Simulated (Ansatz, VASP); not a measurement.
## TaF3: VASP beside Ansatz

INCAR

```
PREC = Accurate
ENCUT = 520
EDIFF = 1E-6
ISMEAR = 0
SIGMA = 0.15
LREAL = False
LASPH = True
NELM = 100
ALGO = Normal
ISIF = 2
LWAVE = False
LCHARG = False
GGA = PS
NBANDS = 24
```

KPOINTS

```
regular mesh
0
Gamma
  14 14 14
```

Contents of POSCAR:

```
TaF3
1.0
    4.0314602104      0.7627086884      0.7627086884
    0.7627086884      4.0314602104      0.7627086884
    0.7627086884      0.7627086884      4.0314602104
Ta F
1 3
Direct
    0.0000000000      0.0000000000      0.0000000000
    0.5000000000      0.0000000000      0.0000000000
    0.0000000000      0.5000000000      0.0000000000
    0.0000000000      0.0000000000      0.5000000000
```

Input for Ansatz:

```yaml
crystal:
  lattice:
    - [4.0314602104, 0.7627086884, 0.7627086884]
    - [0.7627086884, 4.0314602104, 0.7627086884]
    - [0.7627086884, 0.7627086884, 4.0314602104]
  atoms:
    - { symbol: Ta, position: [0.0, 0.0, 0.0] }
    - { symbol: F, position: [0.5, 0.0, 0.0] }
    - { symbol: F, position: [0.0, 0.5, 0.0] }
    - { symbol: F, position: [0.0, 0.0, 0.5] }
basis:
  ecutwfc: 420
kpoints:
  mp_grid: { grid: [14, 14, 14] }
hamiltonian:
  xc: pbesol
scf:
  occupations: { method: gaussian, width: 0.15 }
output:
  forces: true
  stress: true
  eigenvalues: true
```

Alike in both runs: task single point; functional PBEsol; k mesh 14 × 14 × 14; occupations gaussian, width 0.15 eV; no spin polarisation.

|  | VASP | Ansatz |
| --- | --- | --- |
| version | VASP 6.6.1 | Ansatz 0.2.0 |
| potentials or method | VASP PAW PBE potentials, release 64 (Ta_pv, F), cutoff 520 eV | scalar-relativistic, plane waves, PAW |
| valence electrons in the cell | 32 | 34 |

VASP gave:

```
gap on the k mesh at the Fermi level (eV)                     : none
pressure (GPa)                                                : -5.3
traceless stress, the component that is largest in VASP (GPa) : -12.28
```

Question: Estimate Ansatz's values.

Answer: gap on the k mesh at the Fermi level (eV): none; pressure (GPa): -5.3; traceless stress, the component that is largest in VASP (GPa): -12.37.

VASP's potentials were made for PBE, not for PBEsol. A gap of «none» marks a metal or a gap that the smearing closes. VASP's potentials hold 32 valence electrons a cell and Ansatz's 34, so a difference there can come from the potentials and not from the codes.

Neither program's run includes spin-orbit coupling.
